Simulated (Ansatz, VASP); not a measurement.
**Mo in VASP and in Ansatz**

```
CELL_PARAMETERS angstrom
0.00000 2.32984 2.32984
2.32984 0.00000 2.32984
2.32984 2.32984 0.00000
ATOMIC_POSITIONS crystal
Mo 0.87500 0.87500 0.87500
Mo 0.12500 0.12500 0.12500
```

Change from the starting cell: volume scaled by 0.55, LAPW.

Alike in both runs: task single point; functional PBE; k mesh 14 × 14 × 14; occupations fermi-dirac, width 0.05 eV; no spin polarisation.

|  | VASP | Ansatz |
| --- | --- | --- |
| version | VASP 6.6.1 | Ansatz 0.2.0 |
| potentials or method | VASP PAW PBE potentials, release 64 (Mo_sv), cutoff 520 eV | all-electron LAPW, scalar-relativistic |

Ansatz gave:

| Quantity | Value |
| --- | --- |
| pressure (GPa) | 224.0 |

Task: Which values does VASP return?

Result: Pressure (GPa): 230.6.

Both programs put the cell under a high pressure, so it lies far from rest at this level. Ansatz ran all-electron here, and VASP with PAW potentials.

Noted on VASP's run: the cell as given lies far from equilibrium.
